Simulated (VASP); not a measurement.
# ZrO2 (Cubic zirconia): single point with PBE

Crystal: ZrO2 (Cubic zirconia).

```
Zr O
1.0
     0.00000    2.56836    2.56836
     2.56836    0.00000    2.56836
     2.56836    2.56836    0.00000
Zr O
1 2
Direct
  0.00000 0.00000 0.00000
  0.25000 0.25000 0.25000
  0.75000 0.75000 0.75000
```

- Program: VASP 6.6.1
- Task: single point
- Functional: PBE
- Potentials or basis: VASP PAW PBE potentials, release 64 (Zr_sv, O)
- Cutoff: 600 eV
- k mesh: 6 × 6 × 6
- Occupations: gaussian, width 0.01 eV
- Spin: no spin polarisation

```yaml
Pressure: -2.7 GPa
Band_gap_on_the_k_mesh: 3.28 eV, indirect (least direct gap 3.70 eV)
```

Levels at points of the mesh, in eV from the valence-band top:
| k point | band 9 | band 10 | band 11 | band 12 | band 13 | band 14 | band 15 | band 16 |
| --- | --- | --- | --- | --- | --- | --- | --- | --- |
| (0.00, 0.00, 0.00) | -5.07 | -0.52 | -0.52 | -0.52 | 3.28 | 3.28 | 6.38 | 9.04 |
| (0.50, 0.00, 0.00) | -2.48 | -2.45 | -1.62 | -1.62 | 3.89 | 3.89 | 5.84 | 8.18 |
| (0.50, 0.50, 0.00) | -3.10 | -1.47 | -1.47 | 0.00 | 3.70 | 4.59 | 5.59 | 7.04 |

Run time: 34 s on 1 thread of Intel Xeon 8259CL (shared host), peak memory 0.17 GiB.

A k mesh can miss the band edges.
